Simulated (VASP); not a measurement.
# NbPO4: relaxation of cell and atoms with PBE

NbPO4:

```
Nb P O
1.0
     0.00000    3.21972    3.21972
     3.21972    0.00000    3.21972
     3.21972    3.21972    0.00000
Nb P O
1 1 4
Direct
  0.00000 0.00000 0.00000
  0.75000 0.75000 0.75000
  0.87400 0.37533 0.37533
  0.37533 0.37533 0.37533
  0.37533 0.87400 0.37533
  0.37533 0.37533 0.87400
```

The cell was generated, and may not be a known phase.

- Program: VASP 6.6.1
- Task: relaxation of cell and atoms
- Functional: PBE
- Potentials or basis: VASP PAW PBE potentials, release 64 (Nb_sv, P, O)
- Cutoff: 600 eV
- k mesh: 6 × 6 × 6
- Occupations: gaussian, width 0.1 eV
- Spin: collinear spin, ferromagnetic start
- Starting moments: [0.05, 0.12, 0.47, 0.47, 0.47, 0.47] μB
- Dipole correction: no
- Further INCAR settings: ALGO = Normal; EDIFF = 1e-06; IBRION = 2; EDIFFG = -0.04; NSW = 90; ISIF = 3

```yaml
Relaxed_volume: 9.86 Å³/atom
Relaxed_cell: a = 4.374 Å, b = 4.374 Å, c = 4.374 Å, α = 60.00°, β = 60.00°, γ = 60.00°
Space_group_after_relaxing_to_0.1_Å: F-43m (No. 216)
Energy_gained_by_relaxing: 58.7 meV/atom
Ionic_steps: 5
Pressure_after_relaxing: 0.3 GPa
Largest_force_after_relaxing: 0.004 eV/Å
Net_moment: -1.93 μB per cell
Site_moments: Nb -0.05; P -0.08; O -0.39 μB
Valence_electrons_inside_the_program's_atomic_spheres: Nb 10.24; P 2.33; O 4.76
```

Forces in eV/Å, atoms in the order of the input:
```
Nb   0.000  0.000  0.000
P    0.000  0.000  0.000
O    0.002 -0.002 -0.002
O    0.002  0.002  0.002
O   -0.002  0.002 -0.002
O   -0.002 -0.002  0.002
```

The path:
```
step  energy change (eV)  largest force (eV/Å)  pressure (GPa)  volume (Å³)
   1              0.0000                0.2304          -12.97        66.76
   2             -0.3426                0.1789            2.60        58.43
   3             -0.3484                0.1951           -0.08        59.30
   4             -0.3484                0.1927            0.33        59.16
   5             -0.3520                0.0036            0.26        59.17
```

Final structure:
```yaml
crystal:
  lattice:
    - [0.00000, 3.09285, 3.09285]
    - [3.09285, 0.00000, 3.09285]
    - [3.09285, 3.09285, 0.00000]
  atoms:
    - { symbol: Nb, position: [0.00000, 0.00000, 0.00000] }
    - { symbol: P, position: [0.75000, 0.75000, 0.75000] }
    - { symbol: O, position: [0.87932, 0.37356, 0.37356] }
    - { symbol: O, position: [0.37356, 0.37356, 0.37356] }
    - { symbol: O, position: [0.37356, 0.87932, 0.37356] }
    - { symbol: O, position: [0.37356, 0.37356, 0.87932] }
```

Levels at points of the mesh, in eV from the Fermi level:
Spin up:
```csv
k point,band 16,band 17,band 18,band 19,band 20,band 21,band 22,band 23,band 24,band 25
"(0.00, 0.00, 0.00)",-0.82,-0.82,-0.82,0.10,0.10,0.10,1.77,1.77,1.77,2.91
"(0.50, 0.00, 0.00)",-2.74,-2.74,-1.58,0.14,0.18,0.46,0.46,1.27,1.27,1.85
"(0.50, 0.50, 0.00)",-2.54,-2.51,-2.51,-1.61,-0.56,-0.56,-0.09,1.23,1.23,1.98
```
Spin down:
```tsv
k point	band 18	band 19	band 20	band 21	band 22	band 23	band 24	band 25	band 26
(0.00, 0.00, 0.00)	-1.21	-0.48	-0.48	-0.48	0.66	0.66	0.66	2.77	2.77
(0.50, 0.00, 0.00)	-2.65	-0.44	-0.12	-0.01	-0.01	0.31	0.31	1.71	2.10
(0.50, 0.50, 0.00)	-3.02	-2.22	-0.89	-0.89	-0.27	0.17	0.17	1.87	2.48
```

Wall time 3.4 min on 1 thread of AMD EPYC 9R45 96-Core Processor (Zen 5), with other jobs on the host, peak memory 0.25 GiB.
